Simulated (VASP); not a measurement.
# Be3As2 (P-3m1) in VASP: further runs

Be3As2 is run at these levels: PBE; tasks: single point, relaxation of cell and atoms.

All numbers are computed with VASP 6.6.1; they aren't measurements. Logs are shortened: lines on timing, memory, paths and dates and some standing lists are left out, and cuts for length are marked.

## (1) The cell of the first run

The structure is trigonal, space group P-3m1 (No. 164). Conventional cell: a = 3.628 Å, b = 3.628 Å, c = 6.015 Å, α = 90.00°, β = 90.00°, γ = 120.00°. Be (site symmetry 3m) has 4 As at 2.26 to 2.30 Å and 3 Be at 2.47 Å within 3.0 Å. Be (site symmetry -3m) has 6 As at 2.52 Å and 6 Be at 3.15 Å within 3.3 Å. Within 3.0 Å of As (site symmetry 3m) lie 7 Be at 2.26 to 2.52 Å.

## (2) Single point, PBE

INCAR reads:

```
SYSTEM = Be3As2
PREC = Accurate
ENCUT = 520
EDIFF = 1E-6
ISMEAR = 0
SIGMA = 0.1
LREAL = .False.
LASPH = .True.
NELM = 100
ALGO = Normal
ISIF = 2
LWAVE = .False.
LCHARG = .False.
GGA = PE
NBANDS = 16
```

KPOINTS reads:

```
Automatic mesh
0
Gamma
  12 12 6
  0 0 0
```

POSCAR reads:

```
Be3As2
1.0
    3.6280632369      0.0000000000      0.0000000000
   -1.8140316185      3.1419949297      0.0000000000
    0.0000000000      0.0000000000      6.0149915829
Be As
3 2
Direct
    0.6666666667      0.3333333333      0.8915365635
    0.0000000000      0.0000000000      0.5000000000
    0.3333333333      0.6666666667      0.1084634365
    0.3333333333      0.6666666667      0.7321498414
    0.6666666667      0.3333333333      0.2678501586
```

Potentials or basis: VASP PAW PBE potentials, release 64 (Be, As).

Launch:

```sh
> cat potpaw_PBE.64/Be/POTCAR potpaw_PBE.64/As/POTCAR > POTCAR
> mpirun -np 1 vasp_std > vasp.out
```

OUTCAR:

```text
SYSTEM = Be3As2
   PREC = Accurate
   ENCUT = 520
   EDIFF = 1E-6
   ISMEAR = 0
   LREAL = .False.
   LASPH = .True.
   NELM = 100
   ISIF = 2
   GGA = PE

 ion  position               nearest neighbor table
   1  0.667  0.333  0.892-   5 2.26   4 2.30   4 2.30   4 2.30
   2  0.000  0.000  0.500-   4 2.52   5 2.52   5 2.52   4 2.52   5 2.52   4 2.52
   3  0.333  0.667  0.108-   4 2.26   5 2.30   5 2.30   5 2.30
   4  0.333  0.667  0.732-   3 2.26   1 2.30   1 2.30   1 2.30   2 2.52   2 2.52   2 2.52
   5  0.667  0.333  0.268-   1 2.26   3 2.30   3 2.30   3 2.30   2 2.52   2 2.52   2 2.52

  LATTYP: Found a hexagonal cell.
 ALAT       =     3.6280632369
 C/A-ratio  =     1.6579070402

  Lattice vectors:

 A1 = (   3.6280632369,   0.0000000000,   0.0000000000)
 A2 = (  -1.8140316185,   3.1419949297,   0.0000000000)
 A3 = (   0.0000000000,   0.0000000000,   6.0149915829)

Analysis of symmetry for initial positions (statically):
=====================================================================
 Subroutine PRICEL returns:
 Original cell was already a primitive cell.

 Routine SETGRP: Setting up the symmetry group for a
 hexagonal supercell.

 Subroutine GETGRP returns: Found 12 space group operations
 (whereof 12 operations were pure point group operations)
 out of a pool of 24 trial point group operations.

The static configuration has the point symmetry D_3d.

Analysis of symmetry for dynamics (positions and initial velocities):
=====================================================================
 Subroutine PRICEL returns:
 Original cell was already a primitive cell.

 Routine SETGRP: Setting up the symmetry group for a
 hexagonal supercell.

 Subroutine GETGRP returns: Found 12 space group operations
 (whereof 12 operations were pure point group operations)
 out of a pool of 24 trial point group operations.

The dynamic configuration has the point symmetry D_3d.

 Subroutine INISYM returns: Found 12 space group operations
 (whereof 12 operations are pure point group operations),
 and found     1 'primitive' translations

----------------------------------------------------------------------------------------

                                     Primitive cell

  volume of cell :      68.5670

  direct lattice vectors                    reciprocal lattice vectors
     3.628063237  0.000000000  0.000000000     0.275629154  0.159134566  0.000000000
    -1.814031619  3.141994930  0.000000000     0.000000000  0.318269132  0.000000000
     0.000000000  0.000000000  6.014991583     0.000000000  0.000000000  0.166251272

  length of vectors
     3.628063237  3.628063237  6.014991583     0.318269132  0.318269132  0.166251272

  position of ions in fractional coordinates (direct lattice)
     0.666666667  0.333333333  0.891536563
     0.000000000  0.000000000  0.500000000
     0.333333333  0.666666667  0.108463437
     0.333333333  0.666666667  0.732149841
     0.666666667  0.333333333  0.267850159

  ion indices of the primitive-cell ions
   primitive index   ion index
                 1           1
                 2           2
                 3           3
                 4           4
                 5           5

----------------------------------------------------------------------------------------

 KPOINTS: Automatic mesh

Automatic generation of k-mesh.
 Grid dimensions read from file:
 generate k-points for:   12   12    6

 Generating k-lattice:

  Cartesian coordinates                     Fractional coordinates (reciprocal lattice)
     0.022969096  0.013261214  0.000000000     0.083333333  0.000000000  0.000000000
     0.000000000  0.026522428  0.000000000     0.000000000  0.083333333  0.000000000
     0.000000000  0.000000000  0.027708545     0.000000000  0.000000000  0.166666667

  Length of vectors
     0.026522428  0.026522428  0.027708545

  Shift w.r.t. Gamma in fractional coordinates (k-lattice)
     0.000000000  0.000000000  0.000000000

 Subroutine IBZKPT returns following result:
 ===========================================

 Found    100 irreducible k-points:

 Following reciprocal coordinates:
            Coordinates               Weight
  0.000000  0.000000  0.000000      1.000000
  0.083333 -0.000000  0.000000      6.000000
  0.166667 -0.000000  0.000000      6.000000
  0.250000  0.000000  0.000000      6.000000
  0.333333 -0.000000  0.000000      6.000000
  0.416667  0.000000  0.000000      6.000000
[... 16 lines left out ...]
  0.166667 -0.000000  0.166667      6.000000
  0.000000  0.166667  0.166667      6.000000
 [... further k-points ...]
   k-points           NKPTS =    100   k-points in BZ     NKDIM =    100   number of bands    NBANDS=     16
   number of dos      NEDOS =    301   number of ions     NIONS =      5
   total plane-waves  NPLWV =  37632
   dimension x,y,z NGX =    28 NGY =   28 NGZ =   48
   dimension x,y,z NGXF=    56 NGYF=   56 NGZF=   96
   ions per type =               3   2
[... 40 lines left out ...]
   IVDW    =     0    specifies the selected vdW correction
   LEPSILON=     F    determine dielectric tensor
   LRPA    =     F    only Hartree local field effects (RPA)
 non-spin polarized calculation
 Gauss-broadening in eV      SIGMA  =   0.10
  energy-cutoff  :      520.00
  volume of cell :       68.57
 maximum number of plane-waves:      1870
 NGX is ok and might be reduce to    28
   NGX = 13   NGY = 13   NGZ = 23

 number of electron      16.0000000 magnetization

 Free energy of the ion-electron system (eV)
  ---------------------------------------------------
  ext. energy  EPLUGINS =         0.00000000
  ---------------------------------------------------
  free energy    TOTEN  =       -20.35066052 eV

  energy without entropy =      -20.34759341  energy(sigma->0) =      -20.34912697

 E-fermi :   5.8579     XC(G=0): -10.1419

 val. band max:        5.8344471590   @ k =   0.0833   0.0833   0.0000
 cond. band min:       5.9004574879   @ k =   0.4167   0.1667   0.0000
 fundamental gap:      0.0660103289
 Fermi energy:         5.8579437918

 k-point     1 :       0.0000    0.0000    0.0000
  band No.  band energies     occupation
      1      -7.8548      2.00000
      2      -5.8411      2.00000
      3      -1.6559      2.00000
      4       4.5933      2.00000
      5       4.5933      2.00000
      6       5.5662      1.99996
[... 8 lines left out ...]
     15      10.3817      0.00000
     16      12.1304      0.00000

 k-point     2 :       0.0833   -0.0000    0.0000
  band No.  band energies     occupation
      1      -7.7747      2.00000
      2      -5.7769      2.00000
      3      -1.5743      2.00000
      4       3.8373      2.00000
      5       4.2639      2.00000
      6       5.3794      2.00000
[... 8 lines left out ...]
     15      10.4694      0.00000
     16      12.0374      0.00000

 k-point     3 :       0.1667   -0.0000    0.0000
  band No.  band energies     occupation
      1      -7.5381      2.00000
      2      -5.5950      2.00000
      3      -1.3315      2.00000
      4       2.4716      2.00000
      5       3.6598      2.00000
      6       4.2853      2.00000
[... 8 lines left out ...]
     15      11.4410      0.00000
     16      12.5376      0.00000

 k-point     4 :       0.2500    0.0000    0.0000
  band No.  band energies     occupation
      1      -7.1576      2.00000
      2      -5.3352      2.00000
      3      -0.9360      2.00000
      4       1.1257      2.00000
      5       2.9870      2.00000
      6       3.0920      2.00000
[... 8 lines left out ...]
     15      12.7129      0.00000
     16      13.1102      0.00000
[... 324 lines left out ...]
 k-point    22 :       0.0000    0.0833    0.1667
  band No.  band energies     occupation
      1      -7.6884      2.00000
      2      -6.0088      2.00000
      3      -1.1536      2.00000
      4       3.8152      2.00000
      5       4.4066      2.00000
      6       4.6779      2.00000
[... 8 lines left out ...]
     15      10.5713      0.00000
     16      11.8618      0.00000

 k-point    23 :       0.1667   -0.0000    0.1667
  band No.  band energies     occupation
      1      -7.4535      2.00000
      2      -5.8151      2.00000
      3      -0.9336      2.00000
      4       2.5898      2.00000
      5       3.6955      2.00000
      6       3.6971      2.00000
[... 8 lines left out ...]
     15      11.3922      0.00000
     16      12.5478      0.00000

 k-point    24 :       0.0000    0.1667    0.1667
  band No.  band energies     occupation
      1      -7.4526      2.00000
      2      -5.8174      2.00000
      3      -0.9334      2.00000
      4       2.5247      2.00000
      5       3.8101      2.00000
      6       4.1224      2.00000
[... 8 lines left out ...]
     15      11.5584      0.00000
     16      12.4193      0.00000

 [... further k-points ...]

------------------------ aborting loop because EDIFF is reached ----------------------------------------

  FORCE on cell =-STRESS in cart. coord.  units (eV):
  Direction    XX          YY          ZZ          XY          YZ          ZX
  --------------------------------------------------------------------------------------
  -------------------------------------------------------------------------------------
  Total        0.1251602      0.1251602      0.1853790     -0.0000000      0.0000000      0.0000000
  in kB        2.9245654      2.9245654      4.3316744     -0.0000000      0.0000000      0.0000000
  external PRESSURE =       3.3936017 kB  Pullay stress =       0.0000000 kB

 VOLUME and BASIS-vectors are now :
 -----------------------------------------------------------------------------
  energy-cutoff  :      520.00
  volume of cell :       68.57
      direct lattice vectors                 reciprocal lattice vectors
     3.628063237  0.000000000  0.000000000     0.275629154  0.159134566  0.000000000
    -1.814031619  3.141994930  0.000000000     0.000000000  0.318269132  0.000000000
     0.000000000  0.000000000  6.014991583     0.000000000  0.000000000  0.166251272

 POSITION                                       TOTAL-FORCE (eV/Angst)
 -----------------------------------------------------------------------------------
      1.81403      1.04733      5.36258        -0.000000     -0.000000      0.002671
      0.00000      0.00000      3.00750        -0.000000      0.000000      0.000000
     -0.00000      2.09466      0.65241        -0.000000      0.000000     -0.002671
     -0.00000      2.09466      4.40388         0.000000     -0.000000     -0.030684
      1.81403      1.04733      1.61112        -0.000000      0.000000      0.030684
 -----------------------------------------------------------------------------------
    total drift:                                0.000000     -0.000000     -0.000000

  FREE ENERGIE OF THE ION-ELECTRON SYSTEM (eV)
  ---------------------------------------------------
  free  energy   TOTEN  =       -20.3506605204 eV

  energy  without entropy=      -20.3475934105  energy(sigma->0) =      -20.34912697
```

Wall time 53 s (1 thread of Intel Xeon Platinum 8488C (Sapphire Rapids), shared host); peak memory 0.25 GiB.

Results:

| Quantity | Value |
| --- | --- |
| Free energy | -20.3507 eV |
| Pressure | 0.3 GPa |
| Largest force | 0.031 eV/Å |
| Band gap on the k mesh | zero (band 8 reaches 6.19 eV, above the bottom of band 9 at 5.06 eV) |

Forces on the atoms (eV/Å):
```
Be   0.000  0.000  0.003
Be   0.000  0.000  0.000
Be   0.000  0.000 -0.003
As   0.000  0.000 -0.031
As   0.000  0.000  0.031
```

Stress tensor (GPa, compression positive):
```
0.29 0.00 0.00
0.00 0.29 0.00
0.00 0.00 0.43
```

## (3) Relaxation of cell and atoms, PBE

This run uses another cell than the first one, of 13.77 Å³/atom, 1.004 times its volume.

INCAR reads:

```
SYSTEM = Be3As2
ALGO = Normal ; EDIFF = 1E-6
EDIFFG = -0.01 ; ENCUT = 600
GGA = PE ; IBRION = 2
ISIF = 3 ; ISMEAR = 0
LASPH = .TRUE. ; LCHARG = .FALSE.
LREAL = .FALSE. ; LWAVE = .FALSE.
NELM = 100 ; NSW = 100
PREC = Accurate ; SIGMA = 0.1
```

KPOINTS reads:

```
k-points
0
G
  12 12 6
  0 0 0
```

POSCAR reads:

```
Be3As2
1.0
    3.6438240608      0.0000000000      0.0000000000
   -1.8219120304      3.1556442036      0.0000000000
    0.0000000000      0.0000000000      5.9878585779
Be As
3 2
Direct
    0.6666666667      0.3333333333      0.8859862459
    0.0000000000      0.0000000000      0.5000000000
    0.3333333333      0.6666666667      0.1140137541
    0.3333333333      0.6666666667      0.7328944946
    0.6666666667      0.3333333333      0.2671055054
```

Potentials or basis: VASP PAW PBE potentials, release 64 (Be, As).

Launch:

```sh
> cat potpaw_PBE.64/Be/POTCAR potpaw_PBE.64/As/POTCAR > POTCAR
> mpirun -np 1 vasp_std > vasp.out
```

Run time: 3.5 min. Hardware: 1 thread of Intel Xeon Platinum 8488C (Sapphire Rapids), shared host; peak memory 0.28 GiB.

The run converged. Its results:

| Quantity | Value |
| --- | --- |
| Free energy | -20.3511 eV |
| Relaxed volume | 13.76 Å³/atom |
| Relaxed cell | a = 3.632 Å, b = 3.632 Å, c = 6.023 Å, α = 90.00°, β = 90.00°, γ = 120.00° |
| Space group after relaxing (to 0.05 Å) | P-3m1 (No. 164) |
| Energy gained by relaxing | 1.2 meV/atom |
| Ionic steps | 9 |
| Pressure after relaxing | 0.0 GPa |
| Band gap on the k mesh | zero (band 8 reaches 6.16 eV, above the bottom of band 9 at 5.03 eV) |

Forces on the atoms (eV/Å):
```
Be   0.000  0.000  0.002
Be   0.000  0.000  0.000
Be   0.000  0.000 -0.002
As   0.000  0.000 -0.003
As   0.000  0.000  0.003
```

Step by step:
| step | energy change (eV) | largest force (eV/Å) | pressure (GPa) | volume (Å³) |
| --- | --- | --- | --- | --- |
| 1 | 0.0000 | 0.1243 | 0.21 | 68.85 |
| 2 | -0.0021 | 0.1127 | -0.10 | 69.03 |
| 3 | -0.0031 | 0.0956 | -0.52 | 69.27 |
| 4 | -0.0045 | 0.0675 | -0.35 | 69.11 |
| 5 | -0.0056 | 0.0343 | 0.06 | 68.78 |
| 6 | -0.0056 | 0.0280 | 0.00 | 68.82 |
| 7 | -0.0057 | 0.0203 | 0.00 | 68.82 |
| 8 | -0.0058 | 0.0136 | -0.01 | 68.82 |
| 9 | -0.0058 | 0.0029 | -0.02 | 68.81 |

Final structure:
```
Be As
1.0
     3.63220    0.00000    0.00000
    -1.81610    3.14558    0.00000
     0.00000    0.00000    6.02295
Be As
3 2
Direct
  0.66667 0.33333 0.89162
  0.00000 0.00000 0.50000
  0.33333 0.66667 0.10838
  0.33333 0.66667 0.73196
  0.66667 0.33333 0.26804
```

Levels at points of the mesh, in eV from the Fermi level:
```csv
k point,band 4,band 5,band 6,band 7,band 8,band 9,band 10,band 11,band 12
"(0.00, 0.00, 0.00)",-1.26,-1.26,-0.29,0.08,0.08,2.81,2.87,3.04,3.04
"(0.50, 0.00, 0.00)",-5.64,-5.05,-3.61,-3.55,-0.76,0.89,1.96,2.47,2.98
"(0.00, 0.00, 0.50)",-4.36,-1.05,-1.05,0.07,0.07,2.08,2.08,2.78,3.91
"(0.50, 0.00, 0.50)",-6.84,-2.74,-2.73,-2.62,-2.48,0.66,1.12,2.10,2.93
```

## (4) Single point, PBE

This run uses another cell than the first one, of 13.77 Å³/atom, 1.004 times its volume.

INCAR reads:

```
PREC = Accurate
ENCUT = 520
EDIFF = 1E-6
ISMEAR = 0
SIGMA = 0.1
LREAL = False
LASPH = True
NELM = 80
ALGO = Fast
ISIF = 2
LWAVE = False
LCHARG = True
GGA = PE
LELF = True
LVHAR = True
NBANDS = 16
```

KPOINTS reads:

```
Automatic mesh
0
Gamma
  6 6 2
```

POSCAR reads:

```
Be3As2
1.0
    3.6391609245     -0.0000000032      0.0000000000
   -1.8195804594      3.1516058107      0.0000000000
    0.0000000000      0.0000000000      6.0042922589
Be As
3 2
Direct
    0.6666666667      0.3333333333      0.8860081926
    0.0000000000      0.0000000000      0.5000000000
    0.3333333333      0.6666666667      0.1139918074
    0.3333333333      0.6666666667      0.7333219760
    0.6666666667      0.3333333333      0.2666780240
```

Launch:

```sh
> cat potpaw_PBE.64/Be/POTCAR potpaw_PBE.64/As/POTCAR > POTCAR
> mpirun -np 1 vasp_std > vasp.out
```

It took 14 s on 1 thread of Intel Xeon Platinum 8488C (Sapphire Rapids), shared host; peak memory 0.18 GiB.

The run converged. Its results:

```
Free energy            : -20.3002 eV
Pressure               : 0.5 GPa
Largest force          : 0.030 eV/Å
Band gap on the k mesh : zero (band 8 reaches 5.89 eV, above the bottom of band 9 at 5.10 eV)
```

Forces in eV/Å, atoms in the order of the input:
```
Be   0.000  0.000  0.024
Be   0.000  0.000  0.000
Be   0.000  0.000 -0.024
As   0.000  0.000 -0.030
As   0.000  0.000  0.030
```

Stress tensor (GPa, compression positive):
```
0.50 0.00 0.00
0.00 0.50 0.00
0.00 0.00 0.40
```

Levels at points of the mesh, in eV from the Fermi level:
```
           k point  band 4  band 5  band 6  band 7  band 8  band 9  band 10  band 11  band 12  band 13
(0.00, 0.00, 0.00)   -1.39   -1.39   -0.27   -0.05   -0.05    2.65     2.81     2.81     2.82     3.90
(0.50, 0.00, 0.00)   -5.75   -5.11   -3.69   -3.65   -0.93    0.76     1.94     2.37     2.94     5.01
(0.00, 0.00, 0.50)   -4.35   -1.18   -1.18   -0.08   -0.08    1.94     1.94     2.66     3.77     4.10
(0.50, 0.00, 0.50)   -6.95   -2.86   -2.75   -2.67   -2.63    0.57     1.10     1.98     2.76     4.93
```

Caveat: the k points lie up to 0.52 Å⁻¹ apart.

## (5) Single point, PBE

This run uses another cell than the first one, of 14.51 Å³/atom, 1.058 times its volume.

INCAR reads:

```
SYSTEM = Be3As2
PREC = Accurate ; ENCUT = 520
EDIFF = 1E-6 ; ISMEAR = 0
SIGMA = 0.1 ; LREAL = .False.
LASPH = .True. ; NELM = 80
ALGO = Normal ; ISIF = 2
LWAVE = .False. ; LCHARG = .False.
GGA = PE ; NBANDS = 16
```

KPOINTS reads:

```
regular mesh
0
Gamma
  6 6 2
  0 0 0
```

POSCAR reads:

```
Be3As2
1.0
    3.2456201300      0.0000000000      0.0000000000
   -1.6228100600      2.8107894800      0.0000000000
    0.0000000000      0.0000000000      7.9501132100
Be As
3 2
Direct
    0.6666666700      0.3333333300      0.8333333300
    0.0000000000      0.0000000000      0.5000000000
    0.3333333300      0.6666666700      0.1666666700
    0.3333333300      0.6666666700      0.6666666700
    0.6666666700      0.3333333300      0.3333333300
```

Launch:

```sh
> cat potpaw_PBE.64/Be/POTCAR potpaw_PBE.64/As/POTCAR > POTCAR
> mpirun -np 1 vasp_std > vasp.out
```

Wall time 11 s (1 thread of Intel Xeon Platinum 8488C (Sapphire Rapids), shared host); peak memory 0.18 GiB.

Results (log left out):

- Free energy: -17.6194 eV
- Pressure: 7.0 GPa
- Largest force: 1.068 eV/Å
- Band gap on the k mesh: zero (band 8 reaches 6.84 eV, above the bottom of band 9 at 4.29 eV)

Forces in eV/Å, atoms in the order of the input:
```
Be   0.000  0.000  0.231
Be   0.000  0.000  0.000
Be   0.000  0.000 -0.231
As   0.000  0.000  1.068
As   0.000  0.000 -1.068
```

Stress tensor (GPa, compression positive):
```
11.55  0.00  0.00
 0.00 11.55  0.00
 0.00  0.00 -2.13
```

Levels at points of the mesh, in eV from the Fermi level:
```tsv
k point	band 4	band 5	band 6	band 7	band 8	band 9	band 10	band 11	band 12	band 13
(0.00, 0.00, 0.00)	-2.93	-2.30	1.54	1.54	1.56	1.56	4.43	4.43	4.87	6.18
(0.50, 0.00, 0.00)	-6.64	-4.03	-2.77	-2.04	-0.11	0.92	1.05	2.20	2.53	3.80
(0.00, 0.00, 0.50)	-5.09	0.35	1.51	1.51	1.61	1.61	3.22	4.28	4.28	6.13
(0.50, 0.00, 0.50)	-6.73	-3.65	-2.47	-2.01	-0.24	-0.17	-0.05	2.37	3.49	4.41
```

Caveat: the k points lie up to 0.40 Å⁻¹ apart; forces of over 1 eV/Å act on the atoms, so gaps and moduli don't describe the material at rest.

## (6) Summary

```csv
task,cell,k mesh,cutoff (eV),gap on the mesh (eV),pressure (GPa),largest force (eV/Å)
single point,"a = 3.628, b = 3.628, c = 6.015 Å, angles 90.0, 90.0, 120.0°, 5 atoms",12 × 12 × 6,520,none,0.3,0.03
relaxation of cell and atoms,"relaxed from a = 3.644, b = 3.644, c = 5.988 Å, angles 90.0, 90.0, 120.0°, 5 atoms",12 × 12 × 6,600,none,0.0,-
single point,"a = 3.639, b = 3.639, c = 6.004 Å, angles 90.0, 90.0, 120.0°, 5 atoms",6 × 6 × 2,520,none,0.5,0.03
single point,"a = 3.246, b = 3.246, c = 7.950 Å, angles 90.0, 90.0, 120.0°, 5 atoms",6 × 6 × 2,520,none,7.0,1.07
```

Alike in all rows: level PBE; potentials or basis VASP PAW PBE potentials, release 64 (Be, As); no spin polarisation; smearing gaussian 0.1 eV.

Caveats: some runs use coarse meshes; forces of over 1 eV/Å act on the atoms, so gaps and moduli don't describe the material at rest (some runs).

Total energies depend on the potentials used, so only differences within one code and one set of settings carry meaning.
